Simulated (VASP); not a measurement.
Input of a VASP 6.6.1 run:

Contents of INCAR:

```
SYSTEM = Si
ALGO     = Normal         ! electronic algorithm
EDIFF    = 1E-7           ! SCF threshold, eV
ENCUT    = 520            ! plane-wave cutoff, eV
GGA      = CA             ! functional
ISIF     = 2              ! what is computed and relaxed
ISMEAR   = 0              ! smearing method
LASPH    = .TRUE.         ! aspherical terms in the spheres
LCHARG   = .FALSE.        ! write CHGCAR
LREAL    = .FALSE.        ! projectors in reciprocal space
LWAVE    = .FALSE.        ! write WAVECAR
NBANDS   = 16             ! bands
NELM     = 100            ! most SCF steps
PREC     = Accurate       ! precision mode
SIGMA    = 0.03           ! smearing width, eV
```

File KPOINTS:

```
k-points
0
G
  10 10 10
  0 0 0
```

Contents of POSCAR:

```
Si
1.0
   -3.3010168807      3.3010168807      1.9082539665
    3.3010168807     -3.3010168807      1.9082539665
    3.3010168807      3.3010168807     -1.9082539665
Si
4
Direct
    0.1727866985      0.1788454376      0.3516321361
    0.8150958233      0.8211545624      0.6362503857
    0.1849041767      0.8211545624      0.0060587391
    0.8272133015      0.1788454376      0.0060587391
```

Potentials or basis: VASP PAW LDA potentials, release 64 (Si).

Command:

```sh
$ cat potpaw_LDA.64/Si/POTCAR > POTCAR
$ mpirun -np 1 vasp_std > vasp.out
```

(1) What does it give for the band gap on the k mesh?

(2) Predict the largest force.

(3) Estimate the pressure.

Answers

(1) 0.18 eV (least direct gap 0.28 eV).

(2) 0.765 eV/Å.

(3) 0.3 GPa.

Caveat: the cell differs from its parent crystal (atoms displaced along a vibrational mode).
